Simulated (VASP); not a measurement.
# RbCaBr3 (P4/mmm) in VASP: a series of runs

Runs on RbCaBr3. Level: LDA. Tasks: single point.

Everything below comes from runs of VASP 6.6.1. Logs are shortened: lines on timing, memory, paths and dates and some standing lists are left out, and cuts for length are marked.

### 1 The cell of the first run

Symmetry: P4/mmm, No. 123, tetragonal system. The conventional cell has a = 5.565 Å, b = 5.565 Å, c = 5.823 Å, α = 90.00°, β = 90.00°, γ = 90.00°. Rb (site symmetry 4/mmm) has 12 Br at 3.93 to 4.03 Å and 8 Ca at 4.89 Å within 5.2 Å. Ca (site symmetry 4/mmm) has 6 Br at 2.78 to 2.91 Å within 3.7 Å. Br (site symmetry mmm) has 2 Ca at 2.78 Å within 3.7 Å. Within 3.8 Å of Br (site symmetry 4/mmm) lie 2 Ca at 2.91 Å.

### 2 Single point, LDA (strain -0.030 along x and y, +0.015 along z)

INCAR

```
SYSTEM = RbCaBr3
PREC = Accurate
ENCUT = 520
EDIFF = 1E-7
ISMEAR = 0
SIGMA = 0.05
LREAL = .FALSE.
LASPH = .TRUE.
NELM = 60
ALGO = Normal
ISIF = 2
LWAVE = .FALSE.
LCHARG = .FALSE.
GGA = CA
NBANDS = 28
```

KPOINTS

```
Automatic mesh
0
G
  4 4 4
  0 0 0
```

POSCAR

```
RbCaBr3
1.0
    5.5645893000      0.0000000000      0.0000000000
    0.0000000000      5.5645893000      0.0000000000
    0.0000000000      0.0000000000      5.8227403500
Rb Ca Br
1 1 3
Direct
    0.5000000000      0.5000000000      0.5000000000
    0.0000000000      0.0000000000      0.0000000000
    0.5000000000      0.0000000000      0.0000000000
    0.0000000000      0.5000000000      0.0000000000
    0.0000000000      0.0000000000      0.5000000000
```

Potentials or basis: VASP PAW LDA potentials, release 64 (Rb_sv, Ca_sv, Br).

On the command line:

```bash
$ cat potpaw_LDA.64/Rb_sv/POTCAR potpaw_LDA.64/Ca_sv/POTCAR potpaw_LDA.64/Br/POTCAR > POTCAR
$ mpirun -np 1 vasp_std > vasp.out
```

OUTCAR:

```text
SYSTEM = RbCaBr3
   PREC = Accurate
   ENCUT = 520
   EDIFF = 1E-7
   ISMEAR = 0
   LREAL = .FALSE.
   LASPH = .TRUE.
   NELM = 60
   ISIF = 2
   GGA = CA

 ion  position               nearest neighbor table
   1  0.500  0.500  0.500-   5 3.93   5 3.93   5 3.93   5 3.93   4 4.03   3 4.03   4 4.03   3 4.03
                             4 4.03   3 4.03   4 4.03   3 4.03
   2  0.000  0.000  0.000-   3 2.78   4 2.78   4 2.78   3 2.78   5 2.91   5 2.91
   3  0.500  0.000  0.000-   2 2.78   2 2.78   1 4.03   1 4.03   1 4.03   1 4.03
   4  0.000  0.500  0.000-   2 2.78   2 2.78   1 4.03   1 4.03   1 4.03   1 4.03
   5  0.000  0.000  0.500-   2 2.91   2 2.91   1 3.93   1 3.93   1 3.93   1 3.93

  LATTYP: Found a simple tetragonal cell.
 ALAT       =     5.5645893000
 C/A-ratio  =     1.0463917526

  Lattice vectors:

 A1 = (   5.5645893000,   0.0000000000,   0.0000000000)
 A2 = (   0.0000000000,   5.5645893000,   0.0000000000)
 A3 = (   0.0000000000,   0.0000000000,   5.8227403500)

Analysis of symmetry for initial positions (statically):
=====================================================================
 Subroutine PRICEL returns:
 Original cell was already a primitive cell.

 Routine SETGRP: Setting up the symmetry group for a
 simple tetragonal supercell.

 Subroutine GETGRP returns: Found 16 space group operations
 (whereof 16 operations were pure point group operations)
 out of a pool of 16 trial point group operations.

The static configuration has the point symmetry D_4h.

Analysis of symmetry for dynamics (positions and initial velocities):
=====================================================================
 Subroutine PRICEL returns:
 Original cell was already a primitive cell.

 Routine SETGRP: Setting up the symmetry group for a
 simple tetragonal supercell.

 Subroutine GETGRP returns: Found 16 space group operations
 (whereof 16 operations were pure point group operations)
 out of a pool of 16 trial point group operations.

The dynamic configuration has the point symmetry D_4h.

 Subroutine INISYM returns: Found 16 space group operations
 (whereof 16 operations are pure point group operations),
 and found     1 'primitive' translations

----------------------------------------------------------------------------------------

                                     Primitive cell

  volume of cell :     180.2991

[... 87 lines left out ...]
   EDIFF  = 0.1E-06   stopping-criterion for ELM
   LREAL  =      F    real-space projection
   EDIFFG = 0.1E-05   stopping-criterion for IOM
   NSW    =      0    number of steps for IOM
   IBRION =     -1    ionic relax: 0-MD 1-quasi-New 2-CG
   NFREE  =      0    steps in history (QN), initial steepest desc. (CG)
   ISIF   =      2    stress and relaxation
   ISYM   =      2    0-nonsym 1-usesym 2-fastsym
   POTIM  = 0.5000    time-step for ionic-motion
   TEBEG  =    0.0;   TEEND  =   0.0 temperature during run
   PSTRESS=    0.0 pullay stress
   NELECT =      40.0000    total number of electrons
   NUPDOWN=      -1.0000    fix difference up-down
   EMIN   =  10.00;   EMAX   =-10.00  energy-range for DOS
   EFERMI =   0.00;   METHOD = LEGACY
   ISMEAR =     0;   SIGMA  =   0.05  broadening in eV -4-tet -1-fermi 0-gaus
   EFERMI_NEDOS =   21; number of points for ismear=-14 and -15
   IALGO  =     38    algorithm
   IMIX   =      4    mixing-type and parameters
     AMIX     =   0.40;   BMIX     =  1.00
     AMIX_MAG =   1.60;   BMIX_MAG =  1.00
  volume/ion in A,a.u.               =      36.06       243.34
  Fermi-wavevector in a.u.,A,eV,Ry     =   0.991053  1.872819 13.363456  0.982186
  Thomas-Fermi vector in A             =   2.122767
   LORBIT       =      0    0 simple, 1 ext, 2 COOP (PROOUT), +10 PAW based schemes
   GGA     = CA    functional components
   LHFCALC =     F    Hartree Fock is set to
   AEXX    =    0.0000 exact exchange contribution
   IVDW    =     0    specifies the selected vdW correction
   LEPSILON=     F    determine dielectric tensor
   LRPA    =     F    only Hartree local field effects (RPA)
 non-spin polarized calculation
 Gauss-broadening in eV      SIGMA  =   0.05
  energy-cutoff  :      520.00
  volume of cell :      180.30
 maximum number of plane-waves:      4894
 NGX is ok and might be reduce to    42
   NGX = 21   NGY = 21   NGZ = 21

 number of electron      39.9999996 magnetization

 Free energy of the ion-electron system (eV)
  ---------------------------------------------------
  ext. energy  EPLUGINS =         0.00000000
  ---------------------------------------------------
  free energy    TOTEN  =       -19.24911193 eV

  energy without entropy =      -19.24911193  energy(sigma->0) =      -19.24911193

 E-fermi :  -0.5956     XC(G=0):  -8.0769

 val. band max:       -0.8577696155   @ k =   0.5000   0.5000   0.5000
 cond. band min:       2.8492365336   @ k =   0.0000   0.0000   0.0000
 fundamental gap:      3.7070061491
 Fermi energy:        -0.5955924322

 k-point     1 :       0.0000    0.0000    0.0000
  band No.  band energies     occupation
      1     -39.3070      2.00000
      2     -26.0390      2.00000
      3     -20.6723      2.00000
      4     -20.6723      2.00000
      5     -20.6500      2.00000
      6     -14.0679      2.00000
[... 547 lines left out ...]
     27       5.6182      0.00000
     28       7.3075      0.00000

------------------------ aborting loop because EDIFF is reached ----------------------------------------

  FORCE on cell =-STRESS in cart. coord.  units (eV):
  Direction    XX          YY          ZZ          XY          YZ          ZX
  --------------------------------------------------------------------------------------
  -------------------------------------------------------------------------------------
  Total       -1.1299377     -1.1299377     -2.9239374      0.0000000     -0.0000000      0.0000000
  in kB      -10.0408716    -10.0408716    -25.9827430      0.0000000     -0.0000000      0.0000000
  external PRESSURE =     -15.3548287 kB  Pullay stress =       0.0000000 kB

 VOLUME and BASIS-vectors are now :
 -----------------------------------------------------------------------------
  energy-cutoff  :      520.00
  volume of cell :      180.30
      direct lattice vectors                 reciprocal lattice vectors
     5.564589300  0.000000000  0.000000000     0.179707782  0.000000000  0.000000000
     0.000000000  5.564589300  0.000000000     0.000000000  0.179707782  0.000000000
     0.000000000  0.000000000  5.822740350     0.000000000  0.000000000  0.171740442

 POSITION                                       TOTAL-FORCE (eV/Angst)
 -----------------------------------------------------------------------------------
      2.78229      2.78229      2.91137         0.000000      0.000000      0.000000
      0.00000      0.00000      0.00000         0.000000      0.000000      0.000000
      2.78229      0.00000      0.00000         0.000000      0.000000      0.000000
      0.00000      2.78229      0.00000         0.000000      0.000000      0.000000
      0.00000      0.00000      2.91137         0.000000      0.000000      0.000000
 -----------------------------------------------------------------------------------
    total drift:                                0.000000      0.000000     -0.000000

  FREE ENERGIE OF THE ION-ELECTRON SYSTEM (eV)
  ---------------------------------------------------
  free  energy   TOTEN  =       -19.2491119267 eV

  energy  without entropy=      -19.2491119267  energy(sigma->0) =      -19.24911193
```

stdout:

```text
POSCAR found type information on POSCAR RbCaBr
 POSCAR found :  3 types and       5 ions
 scaLAPACK will be used
 LDA part: xc-table for (Slater(with rela. corr.)+CA(PZ))
 , standard interpolation
 POSCAR, INCAR and KPOINTS ok, starting setup
 FFT: planning ... GRIDC
 FFT: planning ... GRID_SOFT
 FFT: planning ... GRID
 WAVECAR not read
 entering main loop
```

Run time: 40 s. Hardware: 1 thread of Intel Xeon 6975P-C (Granite Rapids), shared host; peak memory 0.28 GiB.

Results:

```yaml
Free_energy: -19.2491 eV
Pressure: -1.5 GPa
Band_gap_on_the_k_mesh: 3.71 eV, indirect (least direct gap 4.05 eV)
```

Stress tensor (GPa, compression positive):
```
-1.00  0.00  0.00
 0.00 -1.00  0.00
 0.00  0.00 -2.60
```

Caveat: the cell differs from its parent crystal (strain -0.030 along x and y, +0.015 along z).

### 3 Single point, LDA (strain -0.030 along x and y, +0.030 along z)

INCAR

```
PREC = Accurate ; ENCUT = 520
EDIFF = 1E-7 ; ISMEAR = 0
SIGMA = 0.05 ; LREAL = False
LASPH = True ; NELM = 100
ALGO = Normal ; ISIF = 2
LWAVE = False ; LCHARG = False
NBANDS = 28
```

KPOINTS

```
Automatic mesh
0
Gamma
  4 4 4
```

POSCAR: that of step 2 with these lines changed.

```diff
@@ -4,3 +4,3 @@
     0.0000000000      5.5645893000      0.0000000000
-    0.0000000000      0.0000000000      5.8227403500
+    0.0000000000      0.0000000000      5.9087907000
 Rb Ca Br
```

Potentials or basis: VASP PAW LDA potentials, release 64 (Rb_sv, Ca_sv, Br).

On the command line:

```bash
$ cat potpaw_LDA.64/Rb_sv/POTCAR potpaw_LDA.64/Ca_sv/POTCAR potpaw_LDA.64/Br/POTCAR > POTCAR
$ mpirun -np 1 vasp_std > vasp.out
```

OUTCAR:

```text
PREC = Accurate
   ENCUT = 520
   EDIFF = 1E-7
   ISMEAR = 0
   LREAL = False
   LASPH = True
   NELM = 100
   ISIF = 2

 ion  position               nearest neighbor table
   1  0.500  0.500  0.500-   5 3.93   5 3.93   5 3.93   5 3.93   4 4.06   3 4.06   4 4.06   3 4.06
                             4 4.06   3 4.06   4 4.06   3 4.06
   2  0.000  0.000  0.000-   3 2.78   4 2.78   4 2.78   3 2.78   5 2.95   5 2.95
   3  0.500  0.000  0.000-   2 2.78   2 2.78   1 4.06   1 4.06   1 4.06   1 4.06
   4  0.000  0.500  0.000-   2 2.78   2 2.78   1 4.06   1 4.06   1 4.06   1 4.06
   5  0.000  0.000  0.500-   2 2.95   2 2.95   1 3.93   1 3.93   1 3.93   1 3.93

  LATTYP: Found a simple tetragonal cell.
 ALAT       =     5.5645893000
 C/A-ratio  =     1.0618556701

  Lattice vectors:

 A1 = (   5.5645893000,   0.0000000000,   0.0000000000)
 A2 = (   0.0000000000,   5.5645893000,   0.0000000000)
 A3 = (   0.0000000000,   0.0000000000,   5.9087907000)

Analysis of symmetry for initial positions (statically):
=====================================================================
 Subroutine PRICEL returns:
 Original cell was already a primitive cell.

 Routine SETGRP: Setting up the symmetry group for a
 simple tetragonal supercell.

 Subroutine GETGRP returns: Found 16 space group operations
 (whereof 16 operations were pure point group operations)
 out of a pool of 16 trial point group operations.

The static configuration has the point symmetry D_4h.

Analysis of symmetry for dynamics (positions and initial velocities):
=====================================================================
 Subroutine PRICEL returns:
 Original cell was already a primitive cell.

 Routine SETGRP: Setting up the symmetry group for a
 simple tetragonal supercell.

[... 119 lines left out ...]
   EFERMI_NEDOS =   21; number of points for ismear=-14 and -15
   IALGO  =     38    algorithm
   IMIX   =      4    mixing-type and parameters
     AMIX     =   0.40;   BMIX     =  1.00
     AMIX_MAG =   1.60;   BMIX_MAG =  1.00
  volume/ion in A,a.u.               =      36.59       246.94
  Fermi-wavevector in a.u.,A,eV,Ry     =   0.986219  1.863683 13.233397  0.972627
  Thomas-Fermi vector in A             =   2.117583
   LORBIT       =      0    0 simple, 1 ext, 2 COOP (PROOUT), +10 PAW based schemes
   GGA     = CA    functional components
   LHFCALC =     F    Hartree Fock is set to
   AEXX    =    0.0000 exact exchange contribution
   IVDW    =     0    specifies the selected vdW correction
   LEPSILON=     F    determine dielectric tensor
   LRPA    =     F    only Hartree local field effects (RPA)
 non-spin polarized calculation
 Gauss-broadening in eV      SIGMA  =   0.05
  energy-cutoff  :      520.00
  volume of cell :      182.96
 maximum number of plane-waves:      4964
 NGX is ok and might be reduce to    42
   NGX = 21   NGY = 21   NGZ = 21

 number of electron      39.9999992 magnetization

 Free energy of the ion-electron system (eV)
  ---------------------------------------------------
  ext. energy  EPLUGINS =         0.00000000
  ---------------------------------------------------
  free energy    TOTEN  =       -19.20244603 eV

  energy without entropy =      -19.20244603  energy(sigma->0) =      -19.20244603

 E-fermi :  -0.6654     XC(G=0):  -8.0170

 val. band max:       -0.9200767125   @ k =   0.5000   0.5000   0.5000
 cond. band min:       2.7391900968   @ k =   0.0000   0.0000   0.0000
 fundamental gap:      3.6592668093
 Fermi energy:        -0.6653837028

 k-point     1 :       0.0000    0.0000    0.0000
  band No.  band energies     occupation
      1     -39.4342      2.00000
      2     -26.1348      2.00000
      3     -20.7948      2.00000
      4     -20.7948      2.00000
      5     -20.7697      2.00000
      6     -14.1252      2.00000
[... 547 lines left out ...]
     27       5.5133      0.00000
     28       7.0442      0.00000

------------------------ aborting loop because EDIFF is reached ----------------------------------------

  FORCE on cell =-STRESS in cart. coord.  units (eV):
  Direction    XX          YY          ZZ          XY          YZ          ZX
  --------------------------------------------------------------------------------------
  -------------------------------------------------------------------------------------
  Total       -1.2480938     -1.2480938     -3.4465750      0.0000000      0.0000000      0.0000000
  in kB      -10.9293154    -10.9293154    -30.1809896      0.0000000      0.0000000      0.0000000
  external PRESSURE =     -17.3465401 kB  Pullay stress =       0.0000000 kB

 VOLUME and BASIS-vectors are now :
 -----------------------------------------------------------------------------
  energy-cutoff  :      520.00
  volume of cell :      182.96
      direct lattice vectors                 reciprocal lattice vectors
     5.564589300  0.000000000  0.000000000     0.179707782  0.000000000  0.000000000
     0.000000000  5.564589300  0.000000000     0.000000000  0.179707782  0.000000000
     0.000000000  0.000000000  5.908790700     0.000000000  0.000000000  0.169239367

 POSITION                                       TOTAL-FORCE (eV/Angst)
 -----------------------------------------------------------------------------------
      2.78229      2.78229      2.95440         0.000000      0.000000      0.000000
      0.00000      0.00000      0.00000         0.000000      0.000000      0.000000
      2.78229      0.00000      0.00000         0.000000      0.000000      0.000000
      0.00000      2.78229      0.00000         0.000000      0.000000      0.000000
      0.00000      0.00000      2.95440         0.000000      0.000000      0.000000
 -----------------------------------------------------------------------------------
    total drift:                                0.000000      0.000000     -0.000000

  FREE ENERGIE OF THE ION-ELECTRON SYSTEM (eV)
  ---------------------------------------------------
  free  energy   TOTEN  =       -19.2024460336 eV

  energy  without entropy=      -19.2024460336  energy(sigma->0) =      -19.20244603
```

Wall time 40 s (1 thread of Intel Xeon 6975P-C (Granite Rapids), shared host); peak memory 0.28 GiB.

Results:

- Free energy: -19.2024 eV
- Pressure: -1.7 GPa
- Band gap on the k mesh: 3.66 eV, indirect (least direct gap 4.02 eV)

Stress tensor (GPa, compression positive):
```
-1.09  0.00  0.00
 0.00 -1.09  0.00
 0.00  0.00 -3.02
```

Levels at points of the mesh, in eV from the valence-band top:
```tsv
k point	band 16	band 17	band 18	band 19	band 20	band 21	band 22	band 23	band 24	band 25
(0.00, 0.00, 0.00)	-0.63	-0.63	-0.37	-0.36	-0.36	3.66	4.49	4.50	4.50	5.69
(0.50, 0.00, 0.00)	-1.11	-1.06	-0.84	-0.52	-0.49	4.68	5.24	5.71	5.75	5.77
(0.50, 0.50, 0.00)	-1.15	-1.15	-0.92	-0.92	-0.01	5.57	5.83	5.83	6.35	6.45
(0.00, 0.00, 0.50)	-0.89	-0.89	-0.83	-0.46	-0.46	4.60	5.44	5.44	5.47	5.55
(0.50, 0.00, 0.50)	-1.10	-1.03	-1.03	-0.95	-0.14	5.50	5.74	5.93	6.19	6.52
(0.50, 0.50, 0.50)	-1.62	-1.40	-0.11	-0.11	0.00	5.18	5.96	5.97	5.97	6.32
```

Caveat: the cell differs from its parent crystal (strain -0.030 along x and y, +0.030 along z).
